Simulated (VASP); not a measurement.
# Ge (Fmmm) in VASP: a series of runs, part 2 of 2

VASP 6.6.1. Earlier steps stand in the parts before.

## (4) Relaxation of cell and atoms, PBEsol

This run uses another cell than the first one, of 19.42 Å³/atom, 1.083 times its volume.

INCAR

```
SYSTEM = Ge
PREC     = Accurate       ! precision mode
ENCUT    = 600            ! plane-wave cutoff, eV
EDIFF    = 1E-6           ! SCF threshold, eV
ISMEAR   = -1             ! smearing method
SIGMA    = 0.05           ! smearing width, eV
LREAL    = .FALSE.        ! projectors in reciprocal space
LASPH    = .TRUE.         ! aspherical terms in the spheres
NELM     = 60             ! most SCF steps
ALGO     = Normal         ! electronic algorithm
ISIF     = 3              ! what is computed and relaxed
LWAVE    = .FALSE.        ! write WAVECAR
LCHARG   = .FALSE.        ! write CHGCAR
GGA      = PS             ! functional
IBRION   = 2              ! ionic algorithm
NSW      = 60             ! ionic steps
EDIFFG   = -0.01          ! ionic threshold
```

KPOINTS

```
regular mesh
0
G
  7 7 7
  0 0 0
```

POSCAR

```
Ge
1.0
    0.0000000000      2.8857400000      5.1156650000
    2.6304970000      0.0000000000      5.1156650000
    2.6304970000      2.8857400000      0.0000000000
Ge
4
Direct
    0.7264900000      0.2735100000      0.7264900000
    0.2735100000      0.7264900000      0.2735100000
    0.2181330000      0.2181330000      0.7818670000
    0.7818670000      0.7818670000      0.2181330000
```

Potentials or basis: VASP PAW PBE potentials, release 64 (Ge_d).

Started as:

```bash
$ cat potpaw_PBE.64/Ge_d/POTCAR > POTCAR
$ mpirun -np 1 vasp_std > vasp.out
```

OUTCAR:

```text
SYSTEM = Ge
   PREC = Accurate
   ENCUT = 600
   EDIFF = 1E-6
   ISMEAR = -1
   LREAL = .FALSE.
   LASPH = .TRUE.
   NELM = 60
   ISIF = 3
   GGA = PS
   IBRION = 2
   NSW = 60
   EDIFFG = -0.01

 ion  position               nearest neighbor table
   1  0.726  0.274  0.726-   2 2.61   2 2.64   2 2.64   3 2.73   4 2.73
   2  0.274  0.726  0.274-   1 2.61   1 2.64   1 2.64   3 2.73   4 2.73
   3  0.218  0.218  0.782-   4 2.71   4 2.71   1 2.73   2 2.73
   4  0.782  0.782  0.218-   3 2.71   3 2.71   1 2.73   2 2.73

  LATTYP: Found a face centered orthorhombic cell.
 ALAT       =     5.2609940000
 B/A-ratio  =     1.0970322338
 C/A-ratio  =     1.9447522654

  Lattice vectors:

 A1 = (   0.0000000000,   2.8857400000,   5.1156650000)
 A2 = (   2.6304970000,   0.0000000000,   5.1156650000)
 A3 = (   2.6304970000,   2.8857400000,   0.0000000000)

Analysis of symmetry for initial positions (statically):
=====================================================================
 Subroutine PRICEL returns:
 Original cell was already a primitive cell.

 Routine SETGRP: Setting up the symmetry group for a
 face centered orthorhombic supercell.

 Subroutine GETGRP returns: Found  8 space group operations
 (whereof  8 operations were pure point group operations)
 out of a pool of  8 trial point group operations.

The static configuration has the point symmetry D_2h.

Analysis of symmetry for dynamics (positions and initial velocities):
=====================================================================
 Subroutine PRICEL returns:
 Original cell was already a primitive cell.

 Routine SETGRP: Setting up the symmetry group for a
 face centered orthorhombic supercell.

 Subroutine GETGRP returns: Found  8 space group operations
 (whereof  8 operations were pure point group operations)
 out of a pool of  8 trial point group operations.

The dynamic configuration has the point symmetry D_2h.

[... 136 lines left out ...]
  volume of cell :       77.67
 maximum number of plane-waves:      2613
   NGX = 23   NGY = 23   NGZ = 15

--------------------------------------- Ionic step        1  -------------------------------------------

 number of electron      55.9999998 magnetization

 Free energy of the ion-electron system (eV)
  ---------------------------------------------------
  ext. energy  EPLUGINS =         0.00000000
  ---------------------------------------------------
  free energy    TOTEN  =       -19.02619413 eV

  energy without entropy =      -19.01367352  energy(sigma->0) =      -19.01993383

------------------------ aborting loop because EDIFF is reached ----------------------------------------

  FORCE on cell =-STRESS in cart. coord.  units (eV):
  Direction    XX          YY          ZZ          XY          YZ          ZX
  --------------------------------------------------------------------------------------
  -------------------------------------------------------------------------------------
  Total       -2.0380008     -1.5552144     -1.7598541      0.0000000      0.0000000      0.0000000
  in kB      -42.0424326    -32.0829101    -36.3044727      0.0000000      0.0000000      0.0000000
  external PRESSURE =     -36.8099385 kB  Pullay stress =       0.0000000 kB
[... 95 lines left out ...]
  FREE ENERGIE OF THE ION-ELECTRON SYSTEM (eV)
  ---------------------------------------------------
  free  energy   TOTEN  =       -19.0701370084 eV

  energy  without entropy=      -19.0583084951  energy(sigma->0) =      -19.06422275

[... ionic steps 4 to 17 ...]

--------------------------------------- Ionic step       18  -------------------------------------------

 number of electron      56.0000023 magnetization

------------------------ aborting loop because EDIFF is reached ----------------------------------------
[... 71 lines left out ...]
--------------------------------------- Ionic step       20  -------------------------------------------

 number of electron      56.0000024 magnetization

 Free energy of the ion-electron system (eV)
  ---------------------------------------------------
  ext. energy  EPLUGINS =         0.00000000
  ---------------------------------------------------
  free energy    TOTEN  =       -19.07588727 eV

  energy without entropy =      -19.06297669  energy(sigma->0) =      -19.06943198

 E-fermi :   6.7133     XC(G=0): -11.5002

 val. band max:        6.6577671835   @ k =  -0.2857   0.1429  -0.0000
 cond. band min:       6.7176125763   @ k =  -0.4286  -0.0000   0.1429
 fundamental gap:      0.0598453928
 Fermi energy:         6.7133174011

 k-point     1 :       0.0000    0.0000    0.0000
  band No.  band energies     occupation
      1     -17.9787      2.00000
      2     -17.9345      2.00000
      3     -17.8878      2.00000
      4     -17.8762      2.00000
      5     -17.8761      2.00000
      6     -17.8703      2.00000
[... 853 lines left out ...]
     32      11.1536      0.00000
     33      11.4701      0.00000

 [... further k-points ...]
[... 5 lines left out ...]
  --------------------------------------------------------------------------------------
  -------------------------------------------------------------------------------------
  Total        0.0138851      0.0074804      0.0041155     -0.0000000      0.0000000      0.0000000
  in kB        0.3020446      0.1627226      0.0895260     -0.0000000      0.0000000      0.0000000
  external PRESSURE =       0.1847644 kB  Pullay stress =       0.0000000 kB
[... 19 lines left out ...]
  FREE ENERGIE OF THE ION-ELECTRON SYSTEM (eV)
  ---------------------------------------------------
  free  energy   TOTEN  =       -19.0758872742 eV

  energy  without entropy=      -19.0629766867  energy(sigma->0) =      -19.06943198

 reached required accuracy - stopping structural energy minimisation
```

CONTCAR:

```text
Ge
   1.00000000000000
     0.0000000000000001    2.8590544422585449    4.9643803632566472
     2.5945949303872542    0.0000000000000000    4.9643803632566472
     2.5945949303872542    2.8590544422585449    0.0000000000000000
  Ge
     4
Direct
     0.7262575638118199    0.2737424361881798    0.7262575638118199
     0.2737424361881798    0.7262575638118199    0.2737424361881798
     0.2233509351079038    0.2233509351079038    0.7766490648920964
     0.7766490648920964    0.7766490648920964    0.2233509351079038

  0.00000000E+00  0.00000000E+00  0.00000000E+00
  0.00000000E+00  0.00000000E+00  0.00000000E+00
  0.00000000E+00  0.00000000E+00  0.00000000E+00
  0.00000000E+00  0.00000000E+00  0.00000000E+00
```

Wall time 22 min (1 thread of Intel Xeon 6975P-C (Granite Rapids), shared host); peak memory 0.35 GiB.

What came out:

```yaml
Free_energy: -19.0759 eV
Relaxed_volume: 18.41 Å³/atom
Relaxed_cell: a = 5.729 Å, b = 5.602 Å, c = 3.861 Å, α = 71.86°, β = 68.31°, γ = 39.83°
Space_group_after_relaxing_to_0.05_Å: Fmmm (No. 69)
Energy_gained_by_relaxing: 12.4 meV/atom
Ionic_steps: 20
Pressure_after_relaxing: 0.0 GPa
Largest_force_after_relaxing: 0.005 eV/Å
Band_gap_on_the_k_mesh: zero (band 28 reaches 7.84 eV, above the bottom of band 29 at 4.89 eV)
```

Forces on the atoms (eV/Å):
```
Ge   0.000 -0.001  0.000
Ge   0.000  0.001  0.000
Ge   0.000  0.000 -0.005
Ge   0.000  0.000  0.005
```

The path:
```
step  energy change (eV)  largest force (eV/Å)  pressure (GPa)  volume (Å³)
   1              0.0000                0.0420           -3.68        77.67
   2             -0.0399                0.0687            1.22        72.76
   3             -0.0439                0.0614            0.07        73.91
   4             -0.0439                0.0625           -0.07        73.98
   5             -0.0448                0.0596           -0.16        73.96
   6             -0.0467                0.0669           -0.22        73.90
   7             -0.0451                0.0488           -0.08        73.77
   8             -0.0473                0.0656           -0.14        73.86
   9             -0.0481                0.0526            0.08        73.64
  10             -0.0483                0.0462            0.19        73.51
  11             -0.0490                0.0360           -0.02        73.68
  12             -0.0492                0.0382           -0.10        73.77
  13             -0.0492                0.0393           -0.27        73.82
  14             -0.0494                0.0330           -0.21        73.72
  15             -0.0495                0.0263            0.07        73.62
  16             -0.0495                0.0302            0.04        73.65
  17             -0.0496                0.0189           -0.10        73.67
  18             -0.0497                0.0086           -0.12        73.68
  19             -0.0497                0.0056           -0.22        73.69
  20             -0.0497                0.0052            0.02        73.65
```

Final structure:
```
Ge
1.0
     0.00000    2.85905    4.96438
     2.59459    0.00000    4.96438
     2.59459    2.85905    0.00000
Ge
4
Direct
  0.72626 0.27374 0.72626
  0.27374 0.72626 0.27374
  0.22335 0.22335 0.77665
  0.77665 0.77665 0.22335
```

Caveat: the PAW data sets were made with another functional, which shifts forces and pressure a little.

## (5) Single point, PBE-based screened hybrid

This run uses another cell than the first one, of 19.42 Å³/atom, 1.083 times its volume.

POSCAR is that of step 4.

INCAR.step1

```
SYSTEM = Ge
PREC = Accurate
ENCUT = 520
EDIFF = 1E-5
ISMEAR = -1
SIGMA = 0.05
LREAL = .False.
LASPH = .True.
NELM = 60
ALGO = Normal
ISIF = 2
LWAVE = .True.
GGA = PE
NBANDS = 36
LUSENCCL = .False.
```

INCAR.step2

```
SYSTEM = Ge
PREC = Accurate
ENCUT = 520
EDIFF = 1E-6
ISMEAR = -1
SIGMA = 0.05
LREAL = .False.
LASPH = .True.
NELM = 60
ALGO = Normal
ISIF = 2
LWAVE = .False.
LCHARG = .True.
GGA = PE
LHFCALC = .True.
AEXX = 0.25
HFSCREEN = 0.2
PRECFOCK = Normal
LELF = .True.
LVHAR = .True.
ISTART = 1
NBANDS = 36
LUSENCCL = .False.
```

KPOINTS

```
Automatic mesh
0
Gamma
  4 4 4
  0 0 0
```

Started as:

```bash
$ cat potpaw_PBE.64/Ge_d/POTCAR > POTCAR
$ cp INCAR.step1 INCAR
$ mpirun -np 1 vasp_std > vasp.out
$ cp INCAR.step2 INCAR
$ mpirun -np 1 vasp_std > vasp.out
```

Wall time 19 min (1 × NVIDIA H100 80GB with 1 thread of AMD EPYC 7R13 (Zen 3), shared host); peak memory 1.3 GiB.

Results (log left out):

```yaml
Free_energy: -20.0676 eV
Pressure: -2.9 GPa
Largest_force: 0.233 eV/Å
Band_gap_on_the_k_mesh: zero (band 28 reaches 7.08 eV, above the bottom of band 29 at 4.11 eV)
```

Forces on the atoms (eV/Å):
```
Ge   0.000  0.197  0.000
Ge   0.000 -0.197  0.000
Ge   0.000  0.000 -0.233
Ge   0.000  0.000  0.233
```

Stress tensor (GPa, compression positive):
```
-4.65  0.00  0.00
 0.00  1.85  0.00
 0.00  0.00 -5.85
```

Levels at points of the mesh, in eV from the Fermi level:
```csv
k point,band 26,band 27,band 28,band 29,band 30,band 31
"(0.00, 0.00, 0.00)",-2.78,-2.38,-2.22,-1.99,3.16,3.93
"(0.50, 0.00, 0.00)",-1.94,-1.05,0.77,1.04,1.31,2.63
"(0.50, 0.50, 0.00)",-2.25,-0.36,0.63,1.19,1.40,2.20
"(0.50, 0.00, 0.50)",-4.80,-3.66,-3.03,-1.46,-0.97,4.10
"(0.00, 0.50, 0.50)",-6.06,-3.74,-2.41,-2.21,3.04,4.27
```

Caveat: the k points lie up to 0.43 Å⁻¹ apart; the PAW data sets were made with another functional, which shifts forces and pressure a little.

## (6) Summary

| task | level | cell | k mesh | cutoff (eV) | grid for exact exchange (PRECFOCK) | share of exact exchange | screening parameter | gap on the mesh (eV) | pressure (GPa) | largest force (eV/Å) |
| --- | --- | --- | --- | --- | --- | --- | --- | --- | --- | --- |
| single point | PBEsol | a = 5.666, b = 5.543, c = 3.832 Å, angles 71.7, 68.3, 40.0°, 4 atoms | 7 × 7 × 7 | 520 | - | - | - | none | 1.8 | - |
| single point | PBEsol | a = 5.724, b = 5.597, c = 3.859 Å, angles 71.8, 68.3, 39.8°, 4 atoms | 7 × 7 × 7 | 520 | - | - | - | none | -0.2 | 0.01 |
| relaxation of cell and atoms | PBEsol | relaxed from a = 5.873, b = 5.752, c = 3.905 Å, angles 72.1, 68.7, 39.2°, 4 atoms | 7 × 7 × 7 | 600 | - | - | - | none | 0.0 | 0.01 |
| single point | PBE-based screened hybrid | a = 5.873, b = 5.752, c = 3.905 Å, angles 72.1, 68.7, 39.2°, 4 atoms | 4 × 4 × 4 | 520 | Normal | 0.25 | 0.2 1/Å | none | -2.9 | 0.23 |

Alike in all rows: potentials or basis VASP PAW PBE potentials, release 64 (Ge_d); no spin polarisation; smearing fermi-dirac 0.05 eV.

Caveats: some runs use coarse meshes; the PAW data sets were made with another functional, which shifts forces and pressure a little.

Absolute energies hang on the potentials; compare differences alone.
